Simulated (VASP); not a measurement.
# Cr (Im-3m) in VASP: single point with PBE

Aim: the single point of Cr with PBE.

Program: VASP 6.6.1. These are calculated values, not measurements. Logs are shortened: lines on timing, memory, paths and dates and some standing lists are left out, and cuts for length are marked.

## (1) The cell of the first run

Symmetry: Im-3m, No. 229, cubic system. Conventional cell: a = 2.910 Å, b = 2.910 Å, c = 2.910 Å, α = 90.00°, β = 90.00°, γ = 90.00°. Cr (site symmetry m-3m) has 14 Cr at 2.52 to 2.91 Å within 3.3 Å.

## (2) Single point, PBE, collinear spin, antiferromagnetic start

The input, INCAR:

```
PREC = Accurate ; ENCUT = 500
EDIFF = 1E-6 ; ISMEAR = -1
SIGMA = 0.05 ; LREAL = F
LASPH = T ; NELM = 200
ALGO = Normal ; ISIF = 2
LWAVE = F ; LCHARG = F
ISPIN = 2 ; MAGMOM = 1.5 -1.5
LORBIT = 11 ; LMAXMIX = 4
GGA = PE ; NBANDS = 23
GGA_COMPAT = F
```

The input, KPOINTS:

```
regular mesh
0
Gamma
  4 4 4
```

The input, POSCAR:

```
Cr
1.0
    2.9100000000      0.0000000000      0.0000000000
    0.0000000000      2.9100000000      0.0000000000
    0.0000000000      0.0000000000      2.9100000000
Cr
2
Direct
    0.0000000000      0.0000000000      0.0000000000
    0.5000000000      0.5000000000      0.5000000000
```

Potentials or basis: VASP PAW PBE potentials, release 64 (Cr_pv).

Started as:

```bash
> cat potpaw_PBE.64/Cr_pv/POTCAR > POTCAR
> mpirun -np 1 vasp_std > vasp.out
```

OUTCAR:

```text
PREC = Accurate
   ENCUT = 500
   EDIFF = 1E-6
   ISMEAR = -1
   LREAL = F
   LASPH = T
   NELM = 200
   ISIF = 2
   ISPIN = 2
   LORBIT = 11
   GGA = PE

 ion  position               nearest neighbor table
   1  0.000  0.000  0.000-   2 2.52   2 2.52   2 2.52   2 2.52   2 2.52   2 2.52   2 2.52   2 2.52

   2  0.500  0.500  0.500-   1 2.52   1 2.52   1 2.52   1 2.52   1 2.52   1 2.52   1 2.52   1 2.52

  LATTYP: Found a simple cubic cell.
 ALAT       =     2.9100000000

  Lattice vectors:

 A1 = (   2.9100000000,   0.0000000000,   0.0000000000)
 A2 = (   0.0000000000,   2.9100000000,   0.0000000000)
 A3 = (   0.0000000000,   0.0000000000,   2.9100000000)

Analysis of symmetry for initial positions (statically):
=====================================================================
 Subroutine PRICEL returns following result:

  LATTYP: Found a body centered cubic cell.
 ALAT       =     2.9100000000

  Lattice vectors:

 A1 = (   1.4550000000,   1.4550000000,  -1.4550000000)
 A2 = (  -1.4550000000,   1.4550000000,   1.4550000000)
 A3 = (   1.4550000000,  -1.4550000000,   1.4550000000)

   2 primitive cells build up your supercell.

 Routine SETGRP: Setting up the symmetry group for a
 simple cubic supercell.

 Subroutine GETGRP returns: Found 48 space group operations
 (whereof 48 operations were pure point group operations)
 out of a pool of 48 trial point group operations.

The static configuration has the point symmetry O_h .

Analysis of symmetry for dynamics (positions and initial velocities):
=====================================================================
 Subroutine PRICEL returns following result:

  LATTYP: Found a body centered cubic cell.
 ALAT       =     2.9100000000

  Lattice vectors:

 A1 = (   1.4550000000,   1.4550000000,  -1.4550000000)
 A2 = (  -1.4550000000,   1.4550000000,   1.4550000000)
 A3 = (   1.4550000000,  -1.4550000000,   1.4550000000)

   2 primitive cells build up your supercell.

 Routine SETGRP: Setting up the symmetry group for a
 simple cubic supercell.

 Subroutine GETGRP returns: Found 48 space group operations
 (whereof 48 operations were pure point group operations)
 out of a pool of 48 trial point group operations.

The dynamic configuration has the point symmetry O_h .

Analysis of structural, dynamic, and magnetic symmetry:
=====================================================================
 Subroutine PRICEL returns following result:

  LATTYP: Found a body centered cubic cell.
 ALAT       =     2.9100000000

  Lattice vectors:

 A1 = (   1.4550000000,   1.4550000000,  -1.4550000000)
 A2 = (  -1.4550000000,   1.4550000000,   1.4550000000)
 A3 = (   1.4550000000,  -1.4550000000,   1.4550000000)

   2 primitive cells build up your supercell.

 Routine SETGRP: Setting up the symmetry group for a
 simple cubic supercell.

 Subroutine GETGRP returns: Found 48 space group operations
 (whereof 48 operations were pure point group operations)
 out of a pool of 48 trial point group operations.

The overall configuration has the point symmetry O_h .

 Subroutine INISYM returns: Found 48 space group operations
 (whereof 48 operations are pure point group operations),
 and found     2 'primitive' translations

----------------------------------------------------------------------------------------

                                     Primitive cell

  volume of cell :      12.3211

  direct lattice vectors                    reciprocal lattice vectors
     1.455000000  1.455000000 -1.455000000     0.343642612  0.343642612  0.000000000
    -1.455000000  1.455000000  1.455000000    -0.000000000  0.343642612  0.343642612
     1.455000000 -1.455000000  1.455000000     0.343642612  0.000000000  0.343642612

  length of vectors
     2.520133925  2.520133925  2.520133925     0.485984042  0.485984042  0.485984042

  position of ions in fractional coordinates (direct lattice)
     0.000000000  0.000000000  0.000000000

  ion indices of the primitive-cell ions
   primitive index   ion index
                 1           1

----------------------------------------------------------------------------------------

 KPOINTS: regular mesh

Automatic generation of k-mesh.
 Grid dimensions read from file:
 generate k-points for:    4    4    4

 Generating k-lattice:

  Cartesian coordinates                     Fractional coordinates (reciprocal lattice)
     0.085910653  0.000000000  0.000000000     0.250000000  0.000000000  0.000000000
     0.000000000  0.085910653  0.000000000     0.000000000  0.250000000  0.000000000
     0.000000000  0.000000000  0.085910653     0.000000000  0.000000000  0.250000000

  Length of vectors
     0.085910653  0.085910653  0.085910653

  Shift w.r.t. Gamma in fractional coordinates (k-lattice)
     0.000000000  0.000000000  0.000000000

 Subroutine IBZKPT returns following result:
 ===========================================

 Found     10 irreducible k-points:

 Following reciprocal coordinates:
            Coordinates               Weight
  0.000000  0.000000  0.000000      1.000000
  0.250000  0.000000  0.000000      6.000000
  0.500000  0.000000  0.000000      3.000000
  0.250000  0.250000  0.000000     12.000000
  0.500000  0.250000  0.000000     12.000000
  0.500000  0.500000  0.000000      3.000000
  0.250000  0.250000  0.250000      8.000000
  0.500000  0.250000  0.250000     12.000000
  0.500000  0.500000  0.250000      6.000000
  0.500000  0.500000  0.500000      1.000000
   k-points           NKPTS =     10   k-points in BZ     NKDIM =     10   number of bands    NBANDS=     23
   number of dos      NEDOS =    301   number of ions     NIONS =      2
   total plane-waves  NPLWV =  13824
   dimension x,y,z NGX =    24 NGY =   24 NGZ =   24
   dimension x,y,z NGXF=    48 NGYF=   48 NGZF=   48
   ions per type =               2
   NGX,Y,Z   is equivalent  to a cutoff of  13.71, 13.71, 13.71 a.u.
   NGXF,Y,Z  is equivalent  to a cutoff of  27.42, 27.42, 27.42 a.u.
 SYSTEM =  unknown system
   PREC   = accura    normal or accurate (medium, high low for compatibility)
   ISTART =      0    job   : 0-new  1-cont  2-samecut
   ICHARG =      2    charge: 1-file 2-atom 10-const
   ISPIN  =      2    spin polarized calculation?
   LNONCOLLINEAR =      F non collinear calculations
   LSORBIT =      F    spin-orbit coupling
   LASPH  =      T    aspherical Exc in radial PAW
   ENCUT  =  500.0 eV  36.75 Ry    6.06 a.u.   5.31  5.31  5.31*2*pi/ulx,y,z
   NELM   =    200;   NELMIN=  2; NELMDL= -5     # of ELM steps
   EDIFF  = 0.1E-05   stopping-criterion for ELM
   LREAL  =      F    real-space projection
   EDIFFG = 0.1E-04   stopping-criterion for IOM
   NSW    =      0    number of steps for IOM
   IBRION =     -1    ionic relax: 0-MD 1-quasi-New 2-CG
   NFREE  =      0    steps in history (QN), initial steepest desc. (CG)
   ISIF   =      2    stress and relaxation
   ISYM   =      2    0-nonsym 1-usesym 2-fastsym
   POTIM  = 0.5000    time-step for ionic-motion
   TEBEG  =    0.0;   TEEND  =   0.0 temperature during run
   PSTRESS=    0.0 pullay stress
   NELECT =      24.0000    total number of electrons
   NUPDOWN=      -1.0000    fix difference up-down
   EMIN   =  10.00;   EMAX   =-10.00  energy-range for DOS
   EFERMI =   0.00;   METHOD = LEGACY
   ISMEAR =    -1;   SIGMA  =   0.05  broadening in eV -4-tet -1-fermi 0-gaus
   EFERMI_NEDOS =   21; number of points for ismear=-14 and -15
   IALGO  =     38    algorithm
   IMIX   =      4    mixing-type and parameters
     AMIX     =   0.40;   BMIX     =  1.00
     AMIX_MAG =   1.60;   BMIX_MAG =  1.00
  volume/ion in A,a.u.               =      12.32        83.15
  Fermi-wavevector in a.u.,A,eV,Ry     =   1.622752  3.066557 35.828566  2.633325
  Thomas-Fermi vector in A             =   2.716314
   LORBIT       =     11    0 simple, 1 ext, 2 COOP (PROOUT), +10 PAW based schemes
   GGA     = PE    functional components
   LHFCALC =     F    Hartree Fock is set to
   AEXX    =    0.0000 exact exchange contribution
   IVDW    =     0    specifies the selected vdW correction
   LEPSILON=     F    determine dielectric tensor
   LRPA    =     F    only Hartree local field effects (RPA)
 spin polarized calculation
  energy-cutoff  :      500.00
  volume of cell :       24.64
 maximum number of plane-waves:       647
 NGX is ok and might be reduce to    24
   NGX = 11   NGY = 11   NGZ = 11

 number of electron      24.0000001 magnetization       0.0000000

 number of electron      24.0000001 magnetization      -0.0000000

 Free energy of the ion-electron system (eV)
  ---------------------------------------------------
  ext. energy  EPLUGINS =         0.00000000
  ---------------------------------------------------
  free energy    TOTEN  =       -19.05924864 eV

  energy without entropy =      -19.05651863  energy(sigma->0) =      -19.05788364

 E-fermi :  10.2157     XC(G=0): -13.2890

 val. band max:       10.0416195807   @ k =   0.5000   0.0000   0.0000
 cond. band min:      10.4017695551   @ k =   0.2500   0.0000   0.0000
 fundamental gap:      0.3601499744
 Fermi energy:        10.2157052362

 spin component 1

 k-point     1 :       0.0000    0.0000    0.0000
  band No.  band energies     occupation
      1     -33.2757      1.00000
      2     -33.2757      1.00000
      3     -33.2757      1.00000
      4     -32.5006      1.00000
      5     -32.5006      1.00000
      6     -32.5006      1.00000
[... 233 lines left out ...]
      6     -32.7110      1.00000
[... 15 lines left out ...]
     22      19.8484      0.00000
     23      19.8484      0.00000
 Fermi energy:        10.2157052362

 spin component 2

 k-point     1 :       0.0000    0.0000    0.0000
  band No.  band energies     occupation
      1     -33.2757      1.00000
      2     -33.2757      1.00000
      3     -33.2757      1.00000
      4     -32.5006      1.00000
      5     -32.5006      1.00000
      6     -32.5006      1.00000
[... 249 lines left out ...]
     22      19.8484      0.00000
     23      19.8484      0.00000

------------------------ aborting loop because EDIFF is reached ----------------------------------------

  FORCE on cell =-STRESS in cart. coord.  units (eV):
  Direction    XX          YY          ZZ          XY          YZ          ZX
  --------------------------------------------------------------------------------------
  -------------------------------------------------------------------------------------
  Total       -2.3297178     -2.3297178     -2.3297178      0.0000000      0.0000000     -0.0000000
  in kB     -151.4728948   -151.4728948   -151.4728948      0.0000000      0.0000000     -0.0000000
  external PRESSURE =    -151.4728948 kB  Pullay stress =       0.0000000 kB

 VOLUME and BASIS-vectors are now :
 -----------------------------------------------------------------------------
  energy-cutoff  :      500.00
  volume of cell :       24.64
      direct lattice vectors                 reciprocal lattice vectors
     2.910000000  0.000000000  0.000000000     0.343642612  0.000000000  0.000000000
     0.000000000  2.910000000  0.000000000     0.000000000  0.343642612  0.000000000
     0.000000000  0.000000000  2.910000000     0.000000000  0.000000000  0.343642612

 POSITION                                       TOTAL-FORCE (eV/Angst)
 -----------------------------------------------------------------------------------
      0.00000      0.00000      0.00000        -0.000000     -0.000000     -0.000000
      1.45500      1.45500      1.45500         0.000000      0.000000      0.000000
 -----------------------------------------------------------------------------------
    total drift:                                0.000000      0.000000     -0.000000

  FREE ENERGIE OF THE ION-ELECTRON SYSTEM (eV)
  ---------------------------------------------------
  free  energy   TOTEN  =       -19.0592486370 eV

  energy  without entropy=      -19.0565186341  energy(sigma->0) =      -19.05788364

 total charge

# of ion       s       p       d       tot
------------------------------------------
    1        0.414   6.352   4.167  10.933
    2        0.414   6.352   4.167  10.933
--------------------------------------------------
tot          0.828  12.705   8.334  21.866

 magnetization (x)

# of ion       s       p       d       tot
------------------------------------------
    1        0.006   0.005   0.564   0.576
    2       -0.006  -0.005  -0.564  -0.576
--------------------------------------------------
tot          0.000   0.000   0.000   0.000
```

Wall time 30 s (1 thread of Intel Xeon 8259CL, shared host); peak memory 0.14 GiB.

Results:

* Free energy: -19.0592 eV
* Pressure: -15.1 GPa
* Band gap on the k mesh: zero (filled and empty bands overlap)
* Net moment: 0.00 μB per cell
* Site moments: Cr +0.58, -0.58 μB
* Valence electrons inside the program's atomic spheres: Cr 10.93

Caveat: the k points lie up to 0.54 Å⁻¹ apart.
